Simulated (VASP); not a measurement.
O, 2 atoms in the cell. The structure is trigonal, space group R-3m (No. 166). The conventional cell has a = 3.327 Å, b = 3.327 Å, c = 11.121 Å, α = 90.00°, β = 90.00°, γ = 120.00°. Within 1.6 Å of O (site symmetry 3m) lie 1 O at 1.21 Å. 

* Program: VASP 6.6.1
* Task: single point
* Functional: LDA
* Potentials or basis: VASP PAW LDA potentials, release 64 (O)
* Cutoff: 520 eV
* k mesh: 9 × 9 × 9
* Occupations: gaussian, width 0.05 eV
* Spin: no spin polarisation
* Dipole correction: no
* Further INCAR settings: ALGO = Normal; EDIFF = 1e-06; NBANDS = 13

Potentials or basis: VASP PAW LDA potentials, release 64 (O).

Launch:

```bash
$ cat potpaw_LDA.64/O/POTCAR > POTCAR
$ mpirun -np 1 vasp_std > vasp.out
```

Hardware: 1 thread of Intel(R) Xeon(R) 6975P-C (Granite Rapids), with other jobs on the host.

Question: How long does it take, and how much memory?

Answer: It took 11 s on 1 thread of Intel(R) Xeon(R) 6975P-C (Granite Rapids), with other jobs on the host, peak memory 0.15 GiB. Counts: scf iterations 12, k points 85.
